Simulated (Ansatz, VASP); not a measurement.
One calculation of RbCl, two programs

File INCAR:

```
SYSTEM = RbCl
PREC = Accurate ; ENCUT = 500
EDIFF = 1E-6 ; ISMEAR = 0
SIGMA = 0.1 ; LREAL = .FALSE.
LASPH = .TRUE. ; NELM = 120
ALGO = Normal ; ISIF = 2
LWAVE = .FALSE. ; LCHARG = .FALSE.
GGA = PE ; NBANDS = 15
GGA_COMPAT = .FALSE.
```

Contents of KPOINTS:

```
regular mesh
0
G
  6 6 6
  0 0 0
```

POSCAR

```
RbCl
1.0
    0.0000000000      3.1384825396      3.1384825396
    3.1384825396      0.0000000000      3.1384825396
    3.1384825396      3.1384825396      0.0000000000
Rb Cl
1 1
Direct
    0.0000000000      0.0000000000      0.0000000000
    0.5000000000      0.5000000000      0.5000000000
```

Input for Ansatz:

```yaml
crystal:
  lattice:
    - [0.0, 3.1384825396, 3.1384825396]
    - [3.1384825396, 0.0, 3.1384825396]
    - [3.1384825396, 3.1384825396, 0.0]
  atoms:
    - { symbol: Rb, position: [0.0, 0.0, 0.0] }
    - { symbol: Cl, position: [0.5, 0.5, 0.5] }
basis:
  ecutwfc: 420
kpoints:
  mp_grid: { grid: [6, 6, 6] }
hamiltonian:
  xc: pbe
scf:
  occupations: { method: gaussian, width: 0.1 }
output:
  forces: true
  stress: true
  eigenvalues: true
```

Alike in both runs: task single point; functional PBE; k mesh 6 × 6 × 6; occupations gaussian, width 0.1 eV; no spin polarisation.

|  | VASP | Ansatz |
| --- | --- | --- |
| version | VASP 6.6.1 | Ansatz 0.2.0 |
| potentials or method | VASP PAW PBE potentials, release 64 (Rb_sv, Cl), cutoff 500 eV | scalar-relativistic, plane waves, PAW |
| valence electrons in the cell | 16 | 16 |

```csv
,VASP,Ansatz,Ansatz less VASP
gap on the k mesh at the Fermi level (eV),5.49,5.49,+0.006
least direct gap on the mesh (eV),5.49,5.49,+0.006
pressure (GPa),4.5,4.5,-0.03
```
